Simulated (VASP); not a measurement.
# Ca (Fm-3m) in VASP: further runs, part 2 of 2

VASP 6.6.1. The steps go on from the part before.

### Step 3. Single point, PBEsol

This run uses another cell than the first one, of 41.89 Å³/atom, 0.980 times its volume.

File INCAR:

```
PREC = Accurate ; ENCUT = 520
EDIFF = 1E-6 ; ISMEAR = -1
SIGMA = 0.05 ; LREAL = F
LASPH = T ; NELM = 60
ALGO = Fast ; ISIF = 2
LWAVE = F ; LCHARG = T
GGA = PS ; LELF = T
LVHAR = T ; NBANDS = 11
```

File KPOINTS:

```
regular mesh
0
Gamma
  8 8 8
```

File POSCAR:

```
Ca
1.0
    0.0000000000      2.7564359112      2.7564359112
    2.7564359112      0.0000000000      2.7564359112
    2.7564359112      2.7564359112      0.0000000000
Ca
1
Direct
    0.0000000000      0.0000000000      0.0000000000
```

Potentials or basis: VASP PAW PBE potentials, release 64 (Ca_sv).

The run is started by

```bash
$ cat potpaw_PBE.64/Ca_sv/POTCAR > POTCAR
$ mpirun -np 1 vasp_std > vasp.out
```

OUTCAR:

```text
PREC = Accurate
   ENCUT = 520
   EDIFF = 1E-6
   ISMEAR = -1
   LREAL = F
   LASPH = T
   NELM = 60
   ISIF = 2
   GGA = PS

 ion  position               nearest neighbor table
   1  0.000  0.000  0.000-

  LATTYP: Found a face centered cubic cell.
 ALAT       =     5.5128718224

  Lattice vectors:

 A1 = (   0.0000000000,   2.7564359112,   2.7564359112)
 A2 = (   2.7564359112,   0.0000000000,   2.7564359112)
 A3 = (   2.7564359112,   2.7564359112,   0.0000000000)

Analysis of symmetry for initial positions (statically):
=====================================================================
 Subroutine PRICEL returns:
 Original cell was already a primitive cell.

 Routine SETGRP: Setting up the symmetry group for a
 face centered cubic supercell.

 Subroutine GETGRP returns: Found 48 space group operations
 (whereof 48 operations were pure point group operations)
 out of a pool of 48 trial point group operations.

The static configuration has the point symmetry O_h .

Analysis of symmetry for dynamics (positions and initial velocities):
=====================================================================
 Subroutine PRICEL returns:
 Original cell was already a primitive cell.

 Routine SETGRP: Setting up the symmetry group for a
 face centered cubic supercell.

 Subroutine GETGRP returns: Found 48 space group operations
 (whereof 48 operations were pure point group operations)
 out of a pool of 48 trial point group operations.

The dynamic configuration has the point symmetry O_h .

 Subroutine INISYM returns: Found 48 space group operations
 (whereof 48 operations are pure point group operations),
 and found     1 'primitive' translations

----------------------------------------------------------------------------------------

                                     Primitive cell

  volume of cell :      41.8865

  direct lattice vectors                    reciprocal lattice vectors
     0.000000000  2.756435911  2.756435911    -0.181393661  0.181393661  0.181393661
     2.756435911  0.000000000  2.756435911     0.181393661 -0.181393661  0.181393661
     2.756435911  2.756435911  0.000000000     0.181393661  0.181393661 -0.181393661

  length of vectors
     3.898189049  3.898189049  3.898189049     0.314183036  0.314183036  0.314183036

  position of ions in fractional coordinates (direct lattice)
     0.000000000  0.000000000  0.000000000

  ion indices of the primitive-cell ions
   primitive index   ion index
                 1           1

----------------------------------------------------------------------------------------

 KPOINTS: regular mesh

Automatic generation of k-mesh.
 Grid dimensions read from file:
 generate k-points for:    8    8    8

 Generating k-lattice:

  Cartesian coordinates                     Fractional coordinates (reciprocal lattice)
    -0.022674208  0.022674208  0.022674208     0.125000000  0.000000000  0.000000000
     0.022674208 -0.022674208  0.022674208     0.000000000  0.125000000  0.000000000
     0.022674208  0.022674208 -0.022674208     0.000000000  0.000000000  0.125000000

  Length of vectors
     0.039272880  0.039272880  0.039272880

  Shift w.r.t. Gamma in fractional coordinates (k-lattice)
     0.000000000  0.000000000  0.000000000

 Subroutine IBZKPT returns following result:
 ===========================================

 Found     29 irreducible k-points:

 Following reciprocal coordinates:
            Coordinates               Weight
  0.000000  0.000000  0.000000      1.000000
  0.125000  0.000000  0.000000      8.000000
  0.250000  0.000000  0.000000      8.000000
  0.375000  0.000000  0.000000      8.000000
  0.500000  0.000000  0.000000      4.000000
  0.125000  0.125000  0.000000      6.000000
[... 16 lines left out ...]
  0.500000  0.250000  0.125000     48.000000
 -0.375000  0.250000  0.125000     24.000000
 [... further k-points ...]
   k-points           NKPTS =     29   k-points in BZ     NKDIM =     29   number of bands    NBANDS=     11
   number of dos      NEDOS =    301   number of ions     NIONS =      1
   total plane-waves  NPLWV =  27000
   dimension x,y,z NGX =    30 NGY =   30 NGZ =   30
   dimension x,y,z NGXF=    60 NGYF=   60 NGZF=   60
   ions per type =               1
   NGX,Y,Z   is equivalent  to a cutoff of  12.79, 12.79, 12.79 a.u.
   NGXF,Y,Z  is equivalent  to a cutoff of  25.59, 25.59, 25.59 a.u.
 SYSTEM =  unknown system
   PREC   = accura    normal or accurate (medium, high low for compatibility)
   ISTART =      0    job   : 0-new  1-cont  2-samecut
   ICHARG =      2    charge: 1-file 2-atom 10-const
   ISPIN  =      1    spin polarized calculation?
   LNONCOLLINEAR =      F non collinear calculations
   LSORBIT =      F    spin-orbit coupling
   LASPH  =      T    aspherical Exc in radial PAW
   ENCUT  =  520.0 eV  38.22 Ry    6.18 a.u.   7.25  7.25  7.25*2*pi/ulx,y,z
   NELM   =     60;   NELMIN=  2; NELMDL= -5     # of ELM steps
   EDIFF  = 0.1E-05   stopping-criterion for ELM
   LREAL  =      F    real-space projection
   EDIFFG = 0.1E-04   stopping-criterion for IOM
   NSW    =      0    number of steps for IOM
   IBRION =     -1    ionic relax: 0-MD 1-quasi-New 2-CG
   NFREE  =      0    steps in history (QN), initial steepest desc. (CG)
   ISIF   =      2    stress and relaxation
   ISYM   =      2    0-nonsym 1-usesym 2-fastsym
   POTIM  = 0.5000    time-step for ionic-motion
   TEBEG  =    0.0;   TEEND  =   0.0 temperature during run
   PSTRESS=    0.0 pullay stress
   NELECT =      10.0000    total number of electrons
   NUPDOWN=      -1.0000    fix difference up-down
   EMIN   =  10.00;   EMAX   =-10.00  energy-range for DOS
   EFERMI =   0.00;   METHOD = LEGACY
   ISMEAR =    -1;   SIGMA  =   0.05  broadening in eV -4-tet -1-fermi 0-gaus
   EFERMI_NEDOS =   21; number of points for ismear=-14 and -15
   IALGO  =     68    algorithm
   IMIX   =      4    mixing-type and parameters
     AMIX     =   0.40;   BMIX     =  1.00
     AMIX_MAG =   1.60;   BMIX_MAG =  1.00
  volume/ion in A,a.u.               =      41.89       282.66
  Fermi-wavevector in a.u.,A,eV,Ry     =   1.015587  1.919180 14.033267  1.031416
  Thomas-Fermi vector in A             =   2.148881
   LORBIT       =      0    0 simple, 1 ext, 2 COOP (PROOUT), +10 PAW based schemes
   GGA     = PS    functional components
   LHFCALC =     F    Hartree Fock is set to
   AEXX    =    0.0000 exact exchange contribution
   IVDW    =     0    specifies the selected vdW correction
   LEPSILON=     F    determine dielectric tensor
   LRPA    =     F    only Hartree local field effects (RPA)
 non-spin polarized calculation
 RMM-DIIS sequential band-by-band and
  energy-cutoff  :      520.00
  volume of cell :       41.89
 maximum number of plane-waves:      1158
 NGX is ok and might be reduce to    30
   NGX = 15   NGY = 15   NGZ = 15

 number of electron      10.0000001 magnetization

 Free energy of the ion-electron system (eV)
  ---------------------------------------------------
  ext. energy  EPLUGINS =         0.00000000
  ---------------------------------------------------
  free energy    TOTEN  =        -2.13746714 eV

  energy without entropy =       -2.12589926  energy(sigma->0) =       -2.13168320

 E-fermi :   1.8778     XC(G=0):  -7.8335

 val. band max:        1.8458443631   @ k =  -0.3750   0.2500   0.1250
 cond. band min:       1.9429010317   @ k =  -0.3750   0.3750   0.0000
 fundamental gap:      0.0970566686
 Fermi energy:         1.8777708490

 k-point     1 :       0.0000    0.0000    0.0000
  band No.  band energies     occupation
      1     -39.9026      2.00000
      2     -20.8935      2.00000
      3     -20.8935      2.00000
      4     -20.8935      2.00000
      5      -2.1278      2.00000
      6       4.2574      0.00000
      7       4.2574      0.00000
      8       4.2574      0.00000
      9       5.3461      0.00000
     10       5.3461      0.00000
     11      11.0801      0.00000

 k-point     2 :       0.1250    0.0000    0.0000
  band No.  band energies     occupation
      1     -39.9005      2.00000
      2     -20.9150      2.00000
      3     -20.8964      2.00000
      4     -20.8964      2.00000
      5      -1.8603      2.00000
      6       3.9797      0.00000
      7       4.3494      0.00000
      8       4.3494      0.00000
      9       5.2729      0.00000
     10       5.2729      0.00000
     11      11.2206      0.00000
[... 295 lines left out ...]
 k-point    24 :      -0.3750    0.2500    0.1250
  band No.  band energies     occupation
      1     -39.8858      2.00000
      2     -21.0183      2.00000
      3     -20.9510      2.00000
      4     -20.9255      2.00000
      5       1.5838      1.99442
      6       1.8458      1.30884
      7       3.4172      0.00000
      8       4.5649      0.00000
      9       5.8782      0.00000
     10       6.4480      0.00000
     11       6.9010      0.00000

 [... further k-points ...]
[... 5 lines left out ...]
  --------------------------------------------------------------------------------------
  -------------------------------------------------------------------------------------
  Total       -0.1344675     -0.1344675     -0.1344675      0.0000000      0.0000000      0.0000000
  in kB       -5.1434454     -5.1434454     -5.1434454      0.0000000      0.0000000      0.0000000
  external PRESSURE =      -5.1434454 kB  Pullay stress =       0.0000000 kB

 VOLUME and BASIS-vectors are now :
 -----------------------------------------------------------------------------
  energy-cutoff  :      520.00
  volume of cell :       41.89
      direct lattice vectors                 reciprocal lattice vectors
     0.000000000  2.756435911  2.756435911    -0.181393661  0.181393661  0.181393661
     2.756435911  0.000000000  2.756435911     0.181393661 -0.181393661  0.181393661
     2.756435911  2.756435911  0.000000000     0.181393661  0.181393661 -0.181393661

 POSITION                                       TOTAL-FORCE (eV/Angst)
 -----------------------------------------------------------------------------------
      0.00000      0.00000      0.00000         0.000000      0.000000      0.000000
 -----------------------------------------------------------------------------------
    total drift:                               -0.000000     -0.000000      0.000000

  FREE ENERGIE OF THE ION-ELECTRON SYSTEM (eV)
  ---------------------------------------------------
  free  energy   TOTEN  =        -2.1374671423 eV

  energy  without entropy=       -2.1258992581  energy(sigma->0) =       -2.13168320
```

OSZICAR:

```text
N       E                     dE             d eps       ncg     rms          rms(c)
DAV:   1     0.673252102517E+02    0.67325E+02   -0.51324E+03   638   0.840E+02
DAV:   2    -0.487446189494E+00   -0.67813E+02   -0.67209E+02   704   0.212E+02
DAV:   3    -0.207356396820E+01   -0.15861E+01   -0.15668E+01   919   0.313E+01
DAV:   4    -0.214509153835E+01   -0.71528E-01   -0.71332E-01   823   0.531E+00
DAV:   5    -0.214668259253E+01   -0.15911E-02   -0.15909E-02   887   0.704E-01    0.227E+00
RMM:   6    -0.214042383106E+01    0.62588E-02   -0.63925E-03   670   0.991E-01    0.139E+00
RMM:   7    -0.213732819680E+01    0.30956E-02   -0.19422E-02   694   0.185E+00    0.106E-01
RMM:   8    -0.213735659603E+01   -0.28399E-04   -0.41488E-03   770   0.607E-01    0.301E-02
RMM:   9    -0.213743095776E+01   -0.74362E-04   -0.10331E-03   880   0.284E-01    0.316E-02
RMM:  10    -0.213746613026E+01   -0.35173E-04   -0.16526E-04   912   0.124E-01    0.423E-02
RMM:  11    -0.213746298586E+01    0.31444E-05   -0.13621E-04   862   0.111E-01    0.205E-02
RMM:  12    -0.213746533336E+01   -0.23475E-05   -0.26612E-05   951   0.447E-02    0.148E-02
RMM:  13    -0.213746634504E+01   -0.10117E-05   -0.79594E-06   756   0.208E-02    0.185E-02
RMM:  14    -0.213746714227E+01   -0.79723E-06   -0.31052E-06   691   0.124E-02
   1 F= -.21374671E+01 E0= -.21316832E+01  d E =-.115679E-01
```

stdout:

```text
POSCAR found type information on POSCAR Ca
 POSCAR found :  1 types and       1 ions
 scaLAPACK will be used
 -----------------------------------------------------------------------------
|                                                                             |
|                                                                             |
|     You enforced a specific xc type in the INCAR file but a different       |
|     I HOPE YOU KNOW WHAT YOU ARE DOING!                                     |
|                                                                             |
 -----------------------------------------------------------------------------

 LDA part: xc-table for (Slater+PW92), standard interpolation
 POSCAR, INCAR and KPOINTS ok, starting setup
 FFT: planning ... GRIDC
 FFT: planning ... GRID_SOFT
 FFT: planning ... GRID
 WAVECAR not read
 entering main loop
WARNING in EDDRMM: call to ZHEGV failed, returncode =   6  3      5
WARNING in EDDRMM: call to ZHEGV failed, returncode =   6  3      7
```

Run time: 18 s. Hardware: 1 thread of Intel Xeon Platinum 8259CL at 2.50GHz (Skylake/Cascade Lake), shared host; peak memory 0.16 GiB.

What came out:

```yaml
Free_energy: -2.1375 eV
Pressure: -0.5 GPa
Band_gap_on_the_k_mesh: zero (band 5 reaches 2.11 eV, above the bottom of band 6 at 1.77 eV)
```

Caveat: the PAW data sets were made with another functional, which shifts forces and pressure a little.
